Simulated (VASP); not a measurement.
# HfB (Fm-3m) in VASP: a series of runs, part 2 of 2

VASP 6.6.1.

## 4. Single point, PBE

INCAR reads:

```
SYSTEM = HfB
  PREC = Accurate
  ENCUT = 500
  EDIFF = 1E-6
  ISMEAR = -5
  SIGMA = 0.1
  LREAL = .FALSE.
  LASPH = .TRUE.
  NELM = 120
  ALGO = Normal
  ISIF = 2
  LWAVE = .FALSE.
  LCHARG = .FALSE.
  GGA = PE
  NBANDS = 14
  GGA_COMPAT = .FALSE.
```

KPOINTS reads:

```
regular mesh
0
G
  8 8 8
  0 0 0
```

POSCAR reads:

```
HfB
1.0
    0.0000000000      2.3100005622      2.3100005622
    2.3100005622      0.0000000000      2.3100005622
    2.3100005622      2.3100005622      0.0000000000
Hf B
1 1
Direct
    0.5000000000      0.5000000000      0.5000000000
    0.0000000000      0.0000000000      0.0000000000
```

Started as:

```bash
cat potpaw_PBE.64/Hf_pv/POTCAR potpaw_PBE.64/B/POTCAR > POTCAR
mpirun -np 1 vasp_std > vasp.out
```

It took 7.8 s on 1 thread of Intel Xeon 6975P-C, shared host; peak memory 0.14 GiB.

Results (log left out):

```
Free energy : -17.1461 eV
Pressure    : 30.6 GPa
```

Levels at points of the mesh, in eV from the Fermi level:
| k point | band 3 | band 4 | band 5 | band 6 | band 7 | band 8 | band 9 | band 10 |
| --- | --- | --- | --- | --- | --- | --- | --- | --- |
| (0.00, 0.00, 0.00) | -28.28 | -9.56 | 2.21 | 2.21 | 2.21 | 3.97 | 3.97 | 3.97 |
| (0.50, 0.00, 0.00) | -28.36 | -5.01 | -4.05 | -1.36 | -1.36 | 6.56 | 6.56 | 7.61 |
| (0.50, 0.50, 0.00) | -28.54 | -6.73 | -1.09 | -0.90 | 2.38 | 2.38 | 6.27 | 7.93 |

Caveat: spin-orbit coupling is left out, which moves the levels of the heavy elements; tetrahedron occupations give inexact forces and stress in metals.

## 5. Single point, PBE+D4 (volume scaled by 0.98)

INCAR reads:

```
PREC = Accurate
ENCUT = 500
EDIFF = 1E-6
ISMEAR = 0
SIGMA = 0.05
LREAL = False
LASPH = True
NELM = 120
ALGO = Normal
ISIF = 2
LWAVE = False
LCHARG = False
GGA = PE
IVDW = 13
NBANDS = 14
GGA_COMPAT = False
```

KPOINTS reads:

```
Automatic mesh
0
Gamma
  8 8 8
```

POSCAR reads:

```
HfB
1.0
    0.0000000000      2.3841364495      2.3841364495
    2.3841364495      0.0000000000      2.3841364495
    2.3841364495      2.3841364495      0.0000000000
Hf B
1 1
Direct
    0.5000000000      0.5000000000      0.5000000000
    0.0000000000      0.0000000000      0.0000000000
```

Started as:

```bash
cat potpaw_PBE.64/Hf_pv/POTCAR potpaw_PBE.64/B/POTCAR > POTCAR
mpirun -np 1 vasp_std > vasp.out
```

It took 11 s on 1 thread of Intel Xeon 6975P-C, shared host; peak memory 0.16 GiB.

Results (log left out):

```
Free energy                : -17.9914 eV
Pressure                   : 3.9 GPa
Dispersion energy per atom : -0.284 eV
```

Levels at points of the mesh, in eV from the Fermi level:
| k point | band 4 | band 5 | band 6 | band 7 | band 8 | band 9 | band 10 | band 11 |
| --- | --- | --- | --- | --- | --- | --- | --- | --- |
| (0.00, 0.00, 0.00) | -9.33 | 2.02 | 2.02 | 2.02 | 3.62 | 3.62 | 3.62 | 3.79 |
| (0.50, 0.00, 0.00) | -4.80 | -4.44 | -1.28 | -1.28 | 5.84 | 5.84 | 6.73 | 7.86 |
| (0.50, 0.50, 0.00) | -6.55 | -1.23 | -0.94 | 1.99 | 1.99 | 5.57 | 7.03 | 7.03 |

Caveat: spin-orbit coupling is left out, which moves the levels of the heavy elements; pairwise dispersion overbinds metals, which lowers pressure and volume.

## 6. Single point, PBE+D4 (volume scaled by 0.96)

INCAR reads:

```
SYSTEM = HfB
ALGO = Normal
EDIFF = 1E-6
ENCUT = 500
GGA = PE
GGA_COMPAT = .False.
ISIF = 2
ISMEAR = 0
IVDW = 13
LASPH = .True.
LCHARG = .False.
LREAL = .False.
LWAVE = .False.
NBANDS = 14
NELM = 120
PREC = Accurate
SIGMA = 0.05
```

KPOINTS reads:

```
k-points
0
Gamma
  8 8 8
  0 0 0
```

POSCAR reads:

```
HfB
1.0
    0.0000000000      2.3678062353      2.3678062353
    2.3678062353      0.0000000000      2.3678062353
    2.3678062353      2.3678062353      0.0000000000
Hf B
1 1
Direct
    0.5000000000      0.5000000000      0.5000000000
    0.0000000000      0.0000000000      0.0000000000
```

Potentials or basis: VASP PAW PBE potentials, release 64 (Hf_pv, B).

Started as:

```bash
cat potpaw_PBE.64/Hf_pv/POTCAR potpaw_PBE.64/B/POTCAR > POTCAR
mpirun -np 1 vasp_std > vasp.out
```

OUTCAR:

```text
SYSTEM = HfB
   EDIFF = 1E-6
   ENCUT = 500
   GGA = PE
   ISIF = 2
   ISMEAR = 0
   IVDW = 13
   LASPH = .True.
   LREAL = .False.
   NELM = 120
   PREC = Accurate

 ion  position               nearest neighbor table
   1  0.500  0.500  0.500-   2 2.37   2 2.37   2 2.37   2 2.37   2 2.37   2 2.37
   2  0.000  0.000  0.000-   1 2.37   1 2.37   1 2.37   1 2.37   1 2.37   1 2.37

  LATTYP: Found a face centered cubic cell.
 ALAT       =     4.7356124706

  Lattice vectors:

 A1 = (   0.0000000000,   2.3678062353,   2.3678062353)
 A2 = (   2.3678062353,   0.0000000000,   2.3678062353)
 A3 = (   2.3678062353,   2.3678062353,   0.0000000000)
[... 593 lines left out ...]

  DFT-D4 for vdW energy calculation

  Edisp (eV):   -0.58081

  FORCE on cell =-STRESS in cart. coord.  units (eV):
  Direction    XX          YY          ZZ          XY          YZ          ZX
  --------------------------------------------------------------------------------------
  -------------------------------------------------------------------------------------
  Total       1.34723     1.34723     1.34723     0.00000     0.00000    -0.00000
  in kB      81.29859    81.29859    81.29859     0.00000     0.00000    -0.00000
  external pressure =       81.30 kB  Pullay stress =        0.00 kB

 VOLUME and BASIS-vectors are now :
 -----------------------------------------------------------------------------
  energy-cutoff  :      500.00
  volume of cell :       26.55
      direct lattice vectors                 reciprocal lattice vectors
     0.000000000  2.367806235  2.367806235    -0.211165928  0.211165928  0.211165928
     2.367806235  0.000000000  2.367806235     0.211165928 -0.211165928  0.211165928
     2.367806235  2.367806235  0.000000000     0.211165928  0.211165928 -0.211165928

 POSITION                                       TOTAL-FORCE (eV/Angst)
 -----------------------------------------------------------------------------------
      2.36781      2.36781      2.36781         0.000000      0.000000     -0.000000
      0.00000      0.00000      0.00000        -0.000000     -0.000000      0.000000
 -----------------------------------------------------------------------------------
    total drift:                               -0.000000     -0.000000      0.000000

  FREE ENERGIE OF THE ION-ELECTRON SYSTEM (eV)
  ---------------------------------------------------
  free  energy   TOTEN  =       -17.9703778703 eV

  energy  without entropy=      -17.9689896652  energy(sigma->0) =      -17.96968377
```

OSZICAR:

```text
N       E                     dE             d eps       ncg     rms          rms(c)
DAV:   1     0.228659974507E+02    0.22866E+02   -0.68402E+03   812   0.848E+02
DAV:   2    -0.179942581180E+02   -0.40860E+02   -0.38875E+02  1028   0.192E+02
DAV:   3    -0.190756021564E+02   -0.10813E+01   -0.10683E+01   980   0.215E+01
DAV:   4    -0.190797736349E+02   -0.41715E-02   -0.41712E-02   950   0.168E+00
DAV:   5    -0.190797965330E+02   -0.22898E-04   -0.22898E-04  1004   0.112E-01    0.595E+01
DAV:   6    -0.174489521928E+02    0.16308E+01   -0.27755E+00   944   0.100E+01    0.373E+01
DAV:   7    -0.174132463145E+02    0.35706E-01   -0.64634E-01  1046   0.528E+00    0.105E+01
DAV:   8    -0.173895951331E+02    0.23651E-01   -0.74678E-02   910   0.162E+00    0.155E+00
DAV:   9    -0.173895573630E+02    0.37770E-04   -0.41231E-03  1034   0.464E-01    0.347E-01
DAV:  10    -0.173895675741E+02   -0.10211E-04   -0.68466E-05   942   0.649E-02    0.795E-02
DAV:  11    -0.173895669633E+02    0.61075E-06   -0.17591E-06   986   0.931E-03
   1 F= -.17970378E+02 E0= -.17969684E+02  d E =-.138821E-02
```

Run time: 7.5 s. Hardware: 1 thread of Intel Xeon 6975P-C, shared host; peak memory 0.14 GiB.

Results:

```
Free energy                : -17.9704 eV
Pressure                   : 8.1 GPa
Dispersion energy per atom : -0.290 eV
```

Caveat: spin-orbit coupling is left out, which moves the levels of the heavy elements; pairwise dispersion overbinds metals, which lowers pressure and volume.

## 7. Overview

```csv
level,cell,smearing,gap on the mesh (eV),pressure (GPa)
PBE+D4,"a = 3.267 Å, angles 60.0°, 2 atoms",gaussian 0.05 eV,none,26.1
revPBE,"a = 3.267 Å, angles 60.0°, 2 atoms",gaussian 0.05 eV,none,33.6
PBE,"a = 3.267 Å, angles 60.0°, 2 atoms",tetrahedron,none,30.6
PBE+D4,"a = 3.372 Å, angles 60.0°, 2 atoms",gaussian 0.05 eV,none,3.9
PBE+D4,"a = 3.349 Å, angles 60.0°, 2 atoms",gaussian 0.05 eV,none,8.1
```

Alike in all rows: task single point; potentials or basis VASP PAW PBE potentials, release 64 (Hf_pv, B); no spin polarisation; k mesh 8 × 8 × 8; cutoff (eV) 500.

Every run on the cell as given and a fine mesh finds a metal. The pressure there spans 26.1 GPa (PBE+D4) to 33.6 GPa (revPBE); a positive pressure means that this level wants a larger cell, a negative one a smaller.

Caveats: spin-orbit coupling is left out, which moves the levels of the heavy elements; pairwise dispersion overbinds metals, which lowers pressure and volume (some runs); the PAW data sets were made with another functional, which shifts forces and pressure a little (some runs); tetrahedron occupations give inexact forces and stress in metals (some runs).

Absolute energies hang on the potentials; compare differences alone.
